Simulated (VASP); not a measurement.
Write the native input for VASP 6.6.1 that does the following.

```
Task                   : single point
Functional             : PBE
Potentials or basis    : VASP PAW PBE potentials, release 64 (Mn_pv)
Cutoff                 : 500 eV
k mesh                 : 8 × 8 × 8
Occupations            : gaussian, width 0.1 eV
Spin                   : collinear spin, ferromagnetic start
Starting moments       : [4.0] μB
Dipole correction      : no
Further INCAR settings : ALGO = Normal; EDIFF = 1e-06; NBANDS = 16
```

The structure of Mn lies in POSCAR:

```
Mn
1.0
   -1.5405000000      1.5405000000      1.5405000000
    1.5405000000     -1.5405000000      1.5405000000
    1.5405000000      1.5405000000     -1.5405000000
Mn
1
Direct
    0.0000000000      0.0000000000      0.0000000000
```

This isn't the form of Mn at room conditions, which is a 58-atom cubic cell.

One way to write it, as run:

INCAR

```
PREC = Accurate
ENCUT = 500
EDIFF = 1E-6
ISMEAR = 0
SIGMA = 0.1
LREAL = False
LASPH = True
NELM = 200
ALGO = Normal
ISIF = 2
LWAVE = False
LCHARG = False
ISPIN = 2
MAGMOM = 4
LORBIT = 11
LMAXMIX = 4
GGA = PE
NBANDS = 16
GGA_COMPAT = False
```

KPOINTS

```
regular mesh
0
Gamma
  8 8 8
```

Potentials or basis: VASP PAW PBE potentials, release 64 (Mn_pv).

The run is started by

```console
$ cat potpaw_PBE.64/Mn_pv/POTCAR > POTCAR
$ mpirun -np 1 vasp_std > vasp.out
```

Results of the run:

The pressure is -18.4 GPa, the net moment is 2.63 μB per cell and the site moments are Mn +2.58 μB. The valence electrons inside the program's atomic spheres are Mn 11.55.

Caveat: the k points lie up to 0.36 Å⁻¹ apart.

It took 19 s on 1 thread of Intel Xeon 8259CL, with other jobs on the host, peak memory 0.13 GiB.
